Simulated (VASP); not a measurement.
# BP (F-43m) in VASP: notebook

The runs below take BP through single point, with r2SCAN.

All numbers are computed with VASP 6.6.1; they aren't measurements. Logs are shortened: lines on timing, memory, paths and dates and some standing lists are left out, and cuts for length are marked.

## 1. The cell of the first run

It takes space group F-43m (No. 216, cubic). Conventional cell: a = 3.825 Å, b = 3.825 Å, c = 3.825 Å, α = 90.00°, β = 90.00°, γ = 90.00°. Within 2.2 Å of B (site symmetry -43m) lie 4 P at 1.66 Å. P (site symmetry -43m) has 4 B at 1.66 Å within 2.2 Å.

## 2. Single point, r2SCAN (7.00 Å³/atom)

Contents of POSCAR:

```
BP
1.0
    0.0000000000      1.9124835686      1.9124835686
    1.9124835686      0.0000000000      1.9124835686
    1.9124835686      1.9124835686      0.0000000000
B P
1 1
Direct
    0.0000000000      0.0000000000      0.0000000000
    0.2500000000      0.2500000000      0.2500000000
```

Contents of INCAR.step1:

```
ALGO = Normal
EDIFF = 1E-5
ENCUT = 550
GGA = PE
GGA_COMPAT = F
ISMEAR = 0
LASPH = T
LCHARG = F
LREAL = F
LWAVE = T
NBANDS = 11
NELM = 120
PREC = Accurate
SIGMA = 0.05
```

Contents of INCAR.step2:

```
ALGO = Normal
EDIFF = 1E-6
ENCUT = 550
GGA_COMPAT = F
ISIF = 2
ISMEAR = 0
ISTART = 1
LASPH = T
LCHARG = F
LMIXTAU = T
LREAL = F
LWAVE = F
METAGGA = R2SCAN
NBANDS = 11
NELM = 120
PREC = Accurate
SIGMA = 0.05
```

Contents of KPOINTS:

```
k-points
0
Gamma
  12 12 12
```

Potentials or basis: VASP PAW PBE potentials, release 64 (B, P).

Launch:

```bash
> cat potpaw_PBE.64/B/POTCAR potpaw_PBE.64/P/POTCAR > POTCAR
> cp INCAR.step1 INCAR
> mpirun -np 1 vasp_std > vasp.out
> cp INCAR.step2 INCAR
> mpirun -np 1 vasp_std > vasp.out
```

OUTCAR:

```text
EDIFF = 1E-6
   ENCUT = 550
   ISIF = 2
   ISMEAR = 0
   ISTART = 1
   LASPH = T
   LREAL = F
   METAGGA = R2SCAN
   NELM = 120
   PREC = Accurate

 ion  position               nearest neighbor table
   1  0.000  0.000  0.000-   2 1.66   2 1.66   2 1.66   2 1.66
   2  0.250  0.250  0.250-   1 1.66   1 1.66   1 1.66   1 1.66

  LATTYP: Found a face centered cubic cell.
 ALAT       =     3.8249671372

  Lattice vectors:

 A1 = (   0.0000000000,   1.9124835686,   1.9124835686)
 A2 = (   1.9124835686,   0.0000000000,   1.9124835686)
 A3 = (   1.9124835686,   1.9124835686,   0.0000000000)

Analysis of symmetry for initial positions (statically):
=====================================================================
 Subroutine PRICEL returns:
 Original cell was already a primitive cell.

 Routine SETGRP: Setting up the symmetry group for a
 face centered cubic supercell.

 Subroutine GETGRP returns: Found 24 space group operations
 (whereof 24 operations were pure point group operations)
 out of a pool of 48 trial point group operations.

The static configuration has the point symmetry T_d .

Analysis of symmetry for dynamics (positions and initial velocities):
=====================================================================
 Subroutine PRICEL returns:
 Original cell was already a primitive cell.

 Routine SETGRP: Setting up the symmetry group for a
 face centered cubic supercell.

 Subroutine GETGRP returns: Found 24 space group operations
 (whereof 24 operations were pure point group operations)
 out of a pool of 48 trial point group operations.

The dynamic configuration has the point symmetry T_d .

 Subroutine INISYM returns: Found 24 space group operations
 (whereof 24 operations are pure point group operations),
 and found     1 'primitive' translations

----------------------------------------------------------------------------------------

                                     Primitive cell

  volume of cell :      13.9902

  direct lattice vectors                    reciprocal lattice vectors
     0.000000000  1.912483569  1.912483569    -0.261440155  0.261440155  0.261440155
     1.912483569  0.000000000  1.912483569     0.261440155 -0.261440155  0.261440155
     1.912483569  1.912483569  0.000000000     0.261440155  0.261440155 -0.261440155

  length of vectors
     2.704660201  2.704660201  2.704660201     0.452827631  0.452827631  0.452827631

  position of ions in fractional coordinates (direct lattice)
     0.000000000  0.000000000  0.000000000
     0.250000000  0.250000000  0.250000000

  ion indices of the primitive-cell ions
[... 85 lines left out ...]
   PSTRESS=    0.0 pullay stress
   NELECT =       8.0000    total number of electrons
   NUPDOWN=      -1.0000    fix difference up-down
   EMIN   =  10.00;   EMAX   =-10.00  energy-range for DOS
   EFERMI =   0.00;   METHOD = LEGACY
   ISMEAR =     0;   SIGMA  =   0.05  broadening in eV -4-tet -1-fermi 0-gaus
   EFERMI_NEDOS =   21; number of points for ismear=-14 and -15
   IALGO  =     38    algorithm
   IMIX   =      4    mixing-type and parameters
     AMIX     =   0.40;   BMIX     =  1.00
     AMIX_MAG =   1.60;   BMIX_MAG =  1.00
  volume/ion in A,a.u.               =       7.00        47.21
  Fermi-wavevector in a.u.,A,eV,Ry     =   1.358826  2.567808 25.121900  1.846408
  Thomas-Fermi vector in A             =   2.485626
   LORBIT       =      0    0 simple, 1 ext, 2 COOP (PROOUT), +10 PAW based schemes
   METAGGA = R2SCAN    functional components
   LHFCALC =     F    Hartree Fock is set to
   AEXX    =    0.0000 exact exchange contribution
   IVDW    =     0    specifies the selected vdW correction
   LEPSILON=     F    determine dielectric tensor
   LRPA    =     F    only Hartree local field effects (RPA)
 non-spin polarized calculation
 Gauss-broadening in eV      SIGMA  =   0.05
  energy-cutoff  :      550.00
  volume of cell :       13.99
 maximum number of plane-waves:       424
 NGX is ok and might be reduce to    24
   NGX = 11   NGY = 11   NGZ = 11

 number of electron       8.0000000 magnetization

 Free energy of the ion-electron system (eV)
  ---------------------------------------------------
  ext. energy  EPLUGINS =         0.00000000
  ---------------------------------------------------
  free energy    TOTEN  =       -13.06767530 eV

  energy without entropy =      -13.06767530  energy(sigma->0) =      -13.06767530

 E-fermi :  14.6899     XC(G=0): -13.9878

 val. band max:       14.4741960464   @ k =   0.0000   0.0000   0.0000
 cond. band min:      14.8935040753   @ k =   0.5000   0.5000   0.0000
 fundamental gap:      0.4193080289
 Fermi energy:        14.6899078642

 k-point     1 :       0.0000    0.0000    0.0000
  band No.  band energies     occupation
      1      -7.0826      2.00000
      2      14.4742      2.00000
      3      14.4742      2.00000
      4      14.4742      2.00000
      5      19.9229      0.00000
      6      19.9229      0.00000
      7      19.9229      0.00000
      8      29.1607      0.00000
      9      29.1607      0.00000
     10      30.5454      0.00000
     11      33.4445      0.00000
[... 309 lines left out ...]
 k-point    24 :      -0.4167    0.1667    0.0000
  band No.  band energies     occupation
      1      -0.7373      2.00000
      2       1.6014      2.00000
      3       9.1193      2.00000
      4      11.2253      2.00000
      5      18.6001      0.00000
      6      22.4373      0.00000
      7      25.0038      0.00000
      8      30.1142      0.00000
      9      31.4784      0.00000
     10      31.5907      0.00000
     11      37.3700      0.00000

 [... further k-points ...]

------------------------ aborting loop because EDIFF is reached ----------------------------------------

  FORCE on cell =-STRESS in cart. coord.  units (eV):
  Direction    XX          YY          ZZ          XY          YZ          ZX
  --------------------------------------------------------------------------------------
  -------------------------------------------------------------------------------------
  Total       18.8887532     18.8887532     18.8887532      0.0000000     -0.0000000      0.0000000
  in kB     2163.1704517   2163.1704517   2163.1704517      0.0000000     -0.0000000      0.0000000
  external PRESSURE =    2163.1704517 kB  Pullay stress =       0.0000000 kB

 VOLUME and BASIS-vectors are now :
 -----------------------------------------------------------------------------
  energy-cutoff  :      550.00
  volume of cell :       13.99
      direct lattice vectors                 reciprocal lattice vectors
     0.000000000  1.912483569  1.912483569    -0.261440155  0.261440155  0.261440155
     1.912483569  0.000000000  1.912483569     0.261440155 -0.261440155  0.261440155
     1.912483569  1.912483569  0.000000000     0.261440155  0.261440155 -0.261440155

 POSITION                                       TOTAL-FORCE (eV/Angst)
 -----------------------------------------------------------------------------------
      0.00000      0.00000      0.00000        -0.000000     -0.000000      0.000000
      0.95624      0.95624      0.95624         0.000000      0.000000     -0.000000
 -----------------------------------------------------------------------------------
    total drift:                               -0.000000     -0.000000     -0.000000

  FREE ENERGIE OF THE ION-ELECTRON SYSTEM (eV)
  ---------------------------------------------------
  free  energy   TOTEN  =       -13.0676753033 eV

  energy  without entropy=      -13.0676753033  energy(sigma->0) =      -13.06767530
```

OSZICAR.step1:

```text
N       E                     dE             d eps       ncg     rms          rms(c)
DAV:   1     0.166840412842E+02    0.16684E+02   -0.47262E+03  1584   0.739E+02
DAV:   2    -0.103484592765E+02   -0.27033E+02   -0.25624E+02  2070   0.139E+02
DAV:   3    -0.109221376680E+02   -0.57368E+00   -0.57233E+00  1951   0.168E+01
DAV:   4    -0.109232859936E+02   -0.11483E-02   -0.11483E-02  1830   0.914E-01
DAV:   5    -0.109232883613E+02   -0.23677E-05   -0.23677E-05  1939   0.415E-02    0.146E+01
DAV:   6    -0.900863506595E+01    0.19147E+01   -0.28832E+00  1781   0.987E+00    0.781E+00
DAV:   7    -0.865560442995E+01    0.35303E+00   -0.10699E+00  1922   0.591E+00    0.207E+00
DAV:   8    -0.864680396236E+01    0.88005E-02   -0.38883E-02  1791   0.147E+00    0.308E-01
DAV:   9    -0.864710738118E+01   -0.30342E-03   -0.54100E-04  1883   0.182E-01    0.129E-01
DAV:  10    -0.864717324471E+01   -0.65864E-04   -0.12682E-04  1790   0.724E-02    0.408E-02
DAV:  11    -0.864717293953E+01    0.30517E-06   -0.35096E-06  1167   0.127E-02
   1 F= -.86471729E+01 E0= -.86471724E+01  d E =-.110418E-05
```

Run time: 31 s. Hardware: 1 thread of Intel Xeon Platinum 8488C (Sapphire Rapids), shared host; peak memory 0.14 GiB.

What came out:

```
Free energy            : -13.0677 eV
Pressure               : 216.3 GPa
Band gap on the k mesh : 0.42 eV (least direct gap 5.36 eV)
```

Levels at points of the mesh, in eV from the valence-band top:
| k point | band 1 | band 2 | band 3 | band 4 | band 5 | band 6 | band 7 | band 8 |
| --- | --- | --- | --- | --- | --- | --- | --- | --- |
| (0.00, 0.00, 0.00) | -21.56 | 0.00 | 0.00 | 0.00 | 5.45 | 5.45 | 5.45 | 14.69 |
| (0.50, 0.00, 0.00) | -15.61 | -13.78 | -2.23 | -2.23 | 5.56 | 5.56 | 8.08 | 13.16 |
| (0.50, 0.50, 0.00) | -13.31 | -11.98 | -6.20 | -6.20 | 0.42 | 1.91 | 18.73 | 18.73 |

Caveat: the cell stands under pressure; the PAW data sets were made with another functional, which shifts forces and pressure a little. A k mesh can miss the band edges.

## 3. Single point, r2SCAN (7.46 Å³/atom)

This run uses another cell than the first one, of 7.46 Å³/atom.

Contents of POSCAR:

```
BP
1.0
    0.0000000000      1.9540722639      1.9540722639
    1.9540722639      0.0000000000      1.9540722639
    1.9540722639      1.9540722639      0.0000000000
B P
1 1
Direct
    0.0000000000      0.0000000000      0.0000000000
    0.2500000000      0.2500000000      0.2500000000
```

INCAR.step1 is that of step 2.

INCAR.step2 is that of step 2.

KPOINTS is that of step 2.

Potentials or basis: VASP PAW PBE potentials, release 64 (B, P).

Launch:

```bash
> cat potpaw_PBE.64/B/POTCAR potpaw_PBE.64/P/POTCAR > POTCAR
> cp INCAR.step1 INCAR
> mpirun -np 1 vasp_std > vasp.out
> cp INCAR.step2 INCAR
> mpirun -np 1 vasp_std > vasp.out
```

OUTCAR:

```text
EDIFF = 1E-6
   ENCUT = 550
   ISIF = 2
   ISMEAR = 0
   ISTART = 1
   LASPH = T
   LREAL = F
   METAGGA = R2SCAN
   NELM = 120
   PREC = Accurate

 ion  position               nearest neighbor table
   1  0.000  0.000  0.000-   2 1.69   2 1.69   2 1.69   2 1.69
   2  0.250  0.250  0.250-   1 1.69   1 1.69   1 1.69   1 1.69

  LATTYP: Found a face centered cubic cell.
 ALAT       =     3.9081445278

  Lattice vectors:

 A1 = (   0.0000000000,   1.9540722639,   1.9540722639)
 A2 = (   1.9540722639,   0.0000000000,   1.9540722639)
 A3 = (   1.9540722639,   1.9540722639,   0.0000000000)

Analysis of symmetry for initial positions (statically):
=====================================================================
 Subroutine PRICEL returns:
 Original cell was already a primitive cell.

 Routine SETGRP: Setting up the symmetry group for a
 face centered cubic supercell.

 Subroutine GETGRP returns: Found 24 space group operations
 (whereof 24 operations were pure point group operations)
 out of a pool of 48 trial point group operations.

The static configuration has the point symmetry T_d .

Analysis of symmetry for dynamics (positions and initial velocities):
=====================================================================
 Subroutine PRICEL returns:
 Original cell was already a primitive cell.

 Routine SETGRP: Setting up the symmetry group for a
 face centered cubic supercell.

 Subroutine GETGRP returns: Found 24 space group operations
 (whereof 24 operations were pure point group operations)
 out of a pool of 48 trial point group operations.

The dynamic configuration has the point symmetry T_d .

 Subroutine INISYM returns: Found 24 space group operations
 (whereof 24 operations are pure point group operations),
 and found     1 'primitive' translations

----------------------------------------------------------------------------------------

                                     Primitive cell

[... 117 lines left out ...]
   AEXX    =    0.0000 exact exchange contribution
   IVDW    =     0    specifies the selected vdW correction
   LEPSILON=     F    determine dielectric tensor
   LRPA    =     F    only Hartree local field effects (RPA)
 non-spin polarized calculation
 Gauss-broadening in eV      SIGMA  =   0.05
  energy-cutoff  :      550.00
  volume of cell :       14.92
 maximum number of plane-waves:       448
 NGX is ok and might be reduce to    24
   NGX = 11   NGY = 11   NGZ = 11

 number of electron       8.0000000 magnetization

 Free energy of the ion-electron system (eV)
  ---------------------------------------------------
  ext. energy  EPLUGINS =         0.00000000
  ---------------------------------------------------
  free energy    TOTEN  =       -14.18424794 eV

  energy without entropy =      -14.18424794  energy(sigma->0) =      -14.18424794

 E-fermi :  13.7388     XC(G=0): -13.6566

 val. band max:       13.4785058748   @ k =   0.0000   0.0000   0.0000
 cond. band min:      14.0277618102   @ k =   0.5000   0.5000   0.0000
 fundamental gap:      0.5492559354
 Fermi energy:        13.7387906380

 k-point     1 :       0.0000    0.0000    0.0000
  band No.  band energies     occupation
      1      -7.3651      2.00000
      2      13.4785      2.00000
      3      13.4785      2.00000
      4      13.4785      2.00000
      5      18.5442      0.00000
      6      18.5442      0.00000
      7      18.5442      0.00000
      8      27.8213      0.00000
      9      27.8213      0.00000
     10      28.6715      0.00000
     11      31.2396      0.00000
[... 309 lines left out ...]
 k-point    24 :      -0.4167    0.1667    0.0000
  band No.  band energies     occupation
      1      -1.3687      2.00000
      2       1.1104      2.00000
      3       8.2440      2.00000
      4      10.2934      2.00000
      5      17.5495      0.00000
      6      21.2050      0.00000
      7      23.4395      0.00000
      8      28.4567      0.00000
      9      29.9137      0.00000
     10      29.9152      0.00000
     11      35.4269      0.00000

 [... further k-points ...]

------------------------ aborting loop because EDIFF is reached ----------------------------------------

  FORCE on cell =-STRESS in cart. coord.  units (eV):
  Direction    XX          YY          ZZ          XY          YZ          ZX
  --------------------------------------------------------------------------------------
  -------------------------------------------------------------------------------------
  Total       15.7157478     15.7157478     15.7157478      0.0000000      0.0000000      0.0000000
  in kB     1687.3057091   1687.3057091   1687.3057091      0.0000000      0.0000000      0.0000000
  external PRESSURE =    1687.3057091 kB  Pullay stress =       0.0000000 kB

 VOLUME and BASIS-vectors are now :
 -----------------------------------------------------------------------------
  energy-cutoff  :      550.00
  volume of cell :       14.92
      direct lattice vectors                 reciprocal lattice vectors
     0.000000000  1.954072264  1.954072264    -0.255875900  0.255875900  0.255875900
     1.954072264  0.000000000  1.954072264     0.255875900 -0.255875900  0.255875900
     1.954072264  1.954072264  0.000000000     0.255875900  0.255875900 -0.255875900

 POSITION                                       TOTAL-FORCE (eV/Angst)
 -----------------------------------------------------------------------------------
      0.00000      0.00000      0.00000         0.000000      0.000000      0.000000
      0.97704      0.97704      0.97704        -0.000000     -0.000000     -0.000000
 -----------------------------------------------------------------------------------
    total drift:                               -0.000000     -0.000000     -0.000000

  FREE ENERGIE OF THE ION-ELECTRON SYSTEM (eV)
  ---------------------------------------------------
  free  energy   TOTEN  =       -14.1842479398 eV

  energy  without entropy=      -14.1842479398  energy(sigma->0) =      -14.18424794
```

OSZICAR.step1:

```text
N       E                     dE             d eps       ncg     rms          rms(c)
DAV:   1     0.142639841941E+02    0.14264E+02   -0.45821E+03  1595   0.728E+02
DAV:   2    -0.112024420243E+02   -0.25466E+02   -0.24428E+02  2099   0.133E+02
DAV:   3    -0.117898079687E+02   -0.58737E+00   -0.58520E+00  1979   0.162E+01
DAV:   4    -0.117911794944E+02   -0.13715E-02   -0.13714E-02  1814   0.925E-01
DAV:   5    -0.117911828418E+02   -0.33473E-05   -0.33473E-05  1956   0.455E-02    0.134E+01
DAV:   6    -0.100776234646E+02    0.17136E+01   -0.26888E+00  1787   0.922E+00    0.718E+00
DAV:   7    -0.976886012671E+01    0.30876E+00   -0.93491E-01  1933   0.539E+00    0.197E+00
DAV:   8    -0.975976704777E+01    0.90931E-02   -0.38266E-02  1815   0.141E+00    0.298E-01
DAV:   9    -0.976007999520E+01   -0.31295E-03   -0.55469E-04  1845   0.185E-01    0.145E-01
DAV:  10    -0.976016398000E+01   -0.83985E-04   -0.13498E-04  1781   0.756E-02    0.378E-02
DAV:  11    -0.976016490172E+01   -0.92171E-06   -0.35460E-06  1227   0.131E-02
   1 F= -.97601649E+01 E0= -.97601649E+01  d E =-.866188E-09
```

Wall time 27 s (1 thread of Intel Xeon Platinum 8488C (Sapphire Rapids), shared host); peak memory 0.14 GiB.

What came out:

* Free energy: -14.1842 eV
* Pressure: 168.7 GPa
* Band gap on the k mesh: 0.55 eV (least direct gap 5.02 eV)

Levels at points of the mesh, in eV from the valence-band top:
```csv
k point,band 2,band 3,band 4,band 5,band 6,band 7
"(0.00, 0.00, 0.00)",0.00,0.00,0.00,5.07,5.07,5.07
"(0.50, 0.00, 0.00)",-13.21,-2.23,-2.23,5.45,5.45,7.48
"(0.50, 0.50, 0.00)",-11.63,-5.99,-5.99,0.55,1.83,17.93
```

Caveat: the cell stands under pressure; the PAW data sets were made with another functional, which shifts forces and pressure a little.
